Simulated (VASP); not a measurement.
A run of VASP 6.6.1:

Contents of INCAR:

```
SYSTEM = ScInTeSe
PREC     = Accurate       ! precision mode
ENCUT    = 500            ! plane-wave cutoff, eV
EDIFF    = 1E-6           ! SCF threshold, eV
ISMEAR   = 0              ! smearing method
SIGMA    = 0.15           ! smearing width, eV
LREAL    = .False.        ! projectors in reciprocal space
LASPH    = .True.         ! aspherical terms in the spheres
NELM     = 120            ! most SCF steps
ALGO     = Normal         ! electronic algorithm
ISIF     = 2              ! what is computed and relaxed
LWAVE    = .False.        ! write WAVECAR
LCHARG   = .True.         ! write CHGCAR
GGA      = PE             ! functional
LELF     = .True.         ! ELF
LVHAR    = .True.       
NBANDS   = 26             ! bands
GGA_COMPAT= .False.
```

File KPOINTS:

```
regular mesh
0
Gamma
  3 3 3
  0 0 0
```

The input POSCAR:

```
ScInTeSe
1.0
    4.2030286943      0.0000000000      0.0000000000
    0.0000000000      4.2030286943      0.0000000000
    0.0000000000      0.0000000000      5.9888462942
Sc In Te Se
1 1 1 1
Direct
    0.0000000000      0.0000000000      0.0000000000
    0.5000000000      0.5000000000      0.5000000000
    0.0000000000      0.0000000000      0.5000000000
    0.5000000000      0.5000000000      0.0000000000
```

Potentials or basis: VASP PAW PBE potentials, release 64 (Sc_sv, In_d, Te, Se).

Command:

```bash
$ cat potpaw_PBE.64/Sc_sv/POTCAR potpaw_PBE.64/In_d/POTCAR potpaw_PBE.64/Te/POTCAR potpaw_PBE.64/Se/POTCAR > POTCAR
$ mpirun -np 1 vasp_std > vasp.out
```

Hardware: 1 thread of Intel Xeon 8259CL (shared host).

**Question.** How long does it take, and how much memory?

**Answer.** Run time: 43 s on 1 thread of Intel Xeon 8259CL, on a shared host, peak memory 0.22 GiB. Counts: scf iterations 14, k points 6.
